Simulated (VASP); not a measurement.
SiS2, 6 atoms in the cell. Symmetry: Ibam, No. 72, orthorhombic system. Conventional cell: a = 5.487 Å, b = 9.636 Å, c = 5.523 Å, α = 90.00°, β = 90.00°, γ = 90.00°. Within 2.8 Å of Si (site symmetry 222) lie 4 S at 2.13 Å and 2 Si at 2.76 Å. S (site symmetry m) has 2 Si at 2.13 Å within 2.8 Å. 

* Program: VASP 6.6.1
* Task: single point
* Functional: r2SCANh
* Potentials or basis: VASP PAW PBE potentials, release 64 (Si, S)
* Cutoff: 440 eV
* k mesh: 4 × 4 × 4
* Occupations: gaussian, width 0.01 eV
* Spin: no spin polarisation
* Dipole correction: no
* Grid for exact exchange (PRECFOCK): Normal
* Further INCAR settings: ALGO = Normal; EDIFF = 1e-06; NBANDS = 25
* Share of exact exchange: 0.1

Potentials or basis: VASP PAW PBE potentials, release 64 (Si, S).

The run is started by

```sh
$ cat potpaw_PBE.64/Si/POTCAR potpaw_PBE.64/S/POTCAR > POTCAR
$ cp INCAR.step1 INCAR
$ mpirun -np 4 vasp_std > vasp.out
$ cp INCAR.step2 INCAR
$ mpirun -np 4 vasp_std > vasp.out
```

Hardware: 4 MPI ranks on Intel(R) Xeon(R) Platinum 8375C CPU @ 2.90GHz (Ice Lake), with other jobs on the host.

Question: Estimate the wall time of this run.

Answer: It took 35 min on 4 MPI ranks on Intel(R) Xeon(R) Platinum 8375C CPU @ 2.90GHz (Ice Lake), on a shared host, peak memory 0.33 GiB a rank. Counts: k points 18.
